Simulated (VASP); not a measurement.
Wanted: the native input for a VASP 6.6.1 run.

| Property | Result |
| --- | --- |
| Task | single point |
| Functional | LDA |
| Potentials or basis | VASP PAW LDA potentials, release 64 (Ti_sv) |
| Cutoff | 520 eV |
| k mesh | 18 × 18 × 10 |
| Occupations | gaussian, width 0.1 eV |
| Spin | no spin polarisation |
| Dipole correction | no |
| Further INCAR settings | ALGO = Fast; EDIFF = 1e-06; NBANDS = 19 |

The structure of Ti lies in POSCAR:

```
Ti
1.0
    2.8637854331      0.0000000000      0.0000000000
   -1.4318927166      2.4801109361      0.0000000000
    0.0000000000      0.0000000000      4.5361131459
Ti
2
Direct
    0.3333333333      0.6666666667      0.2500000000
    0.6666666667      0.3333333333      0.7500000000
```

The input as run:

INCAR

```
PREC = Accurate
ENCUT = 520
EDIFF = 1E-6
ISMEAR = 0
SIGMA = 0.1
LREAL = False
LASPH = True
NELM = 60
ALGO = Fast
ISIF = 2
LWAVE = False
LCHARG = False
NBANDS = 19
```

KPOINTS

```
regular mesh
0
Gamma
  18 18 10
```

Potentials or basis: VASP PAW LDA potentials, release 64 (Ti_sv).

Launch:

```bash
$ cat potpaw_LDA.64/Ti_sv/POTCAR > POTCAR
$ mpirun -np 1 vasp_std > vasp.out
```

It gave:

```
Pressure               : -0.2 GPa
Band gap on the k mesh : zero (bands 12 and 13 overlap by 1.15 eV)
```

Run time: 2.4 min on 1 thread of Intel(R) Xeon(R) 6975P-C (Granite Rapids), with other jobs on the host, peak memory 0.22 GiB.
